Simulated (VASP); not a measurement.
Wanted: the native input for a VASP 6.6.1 run.

```
Task                               : single point
Functional                         : PBE0
Potentials or basis                : VASP PAW PBE potentials, release 64 (W_sv, S)
Cutoff                             : 520 eV
k mesh                             : 5 × 5 × 1
Occupations                        : fermi-dirac, width 0.05 eV
Spin                               : no spin polarisation
Dipole correction                  : no
Grid for exact exchange (PRECFOCK) : Normal
Further INCAR settings             : ALGO = Normal; EDIFF = 1e-06; NBANDS = 20
Share of exact exchange            : 0.25
```

WS2, a slab with vacuum:

```
W S
1.0
     3.15833    0.00000    0.00000
    -1.57917    2.73519    0.00000
     0.00000    0.00000   16.95025
W S
1 2
Direct
  0.00000 0.00000 0.00000
  0.33333 0.66667 0.09192
  0.33333 0.66667 0.90808
```

These files were run (other wordings do the same):

POSCAR

```
WS2
1.0
    3.1583305969      0.0000000000      0.0000000000
   -1.5791652984      2.7351945304      0.0000000000
    0.0000000000      0.0000000000     16.9502499330
W S
1 2
Direct
    0.0000000000      0.0000000000      0.0000000000
    0.3333333333      0.6666666667      0.0919220517
    0.3333333333      0.6666666667      0.9080779483
```

INCAR.step1

```
SYSTEM = WS2
PREC = Accurate
ENCUT = 520
EDIFF = 1E-5
ISMEAR = -1
SIGMA = 0.05
LREAL = .FALSE.
LASPH = .TRUE.
NELM = 80
ALGO = Normal
ISIF = 2
LWAVE = .TRUE.
LCHARG = .FALSE.
GGA = PE
NBANDS = 20
```

INCAR.step2

```
SYSTEM = WS2
PREC = Accurate
ENCUT = 520
EDIFF = 1E-6
ISMEAR = -1
SIGMA = 0.05
LREAL = .FALSE.
LASPH = .TRUE.
NELM = 80
ALGO = Normal
ISIF = 2
LWAVE = .FALSE.
LCHARG = .FALSE.
GGA = PE
LHFCALC = .TRUE.
AEXX = 0.25
PRECFOCK = Normal
ISTART = 1
NBANDS = 20
```

KPOINTS

```
regular mesh
0
G
  5 5 1
  0 0 0
```

Potentials or basis: VASP PAW PBE potentials, release 64 (W_sv, S).

The run is started by

```sh
$ cat potpaw_PBE.64/W_sv/POTCAR potpaw_PBE.64/S/POTCAR > POTCAR
$ cp INCAR.step1 INCAR
$ mpirun -np 1 vasp_std > vasp.out
$ cp INCAR.step2 INCAR
$ mpirun -np 1 vasp_std > vasp.out
```

Results of the run:

| Quantity | Value |
| --- | --- |
| Largest force | 0.054 eV/Å |
| Band gap on the k mesh | 3.59 eV (least direct gap 4.16 eV) |

Caveat: the k points lie up to 0.46 Å⁻¹ apart; the PAW data sets were made with another functional, which shifts forces and pressure a little; spin-orbit coupling is left out, which moves the levels of the heavy elements.

Run time: 8.9 min on 1 thread of Intel(R) Xeon(R) Platinum 8375C CPU @ 2.90GHz (Ice Lake) (shared host), peak memory 0.25 GiB.
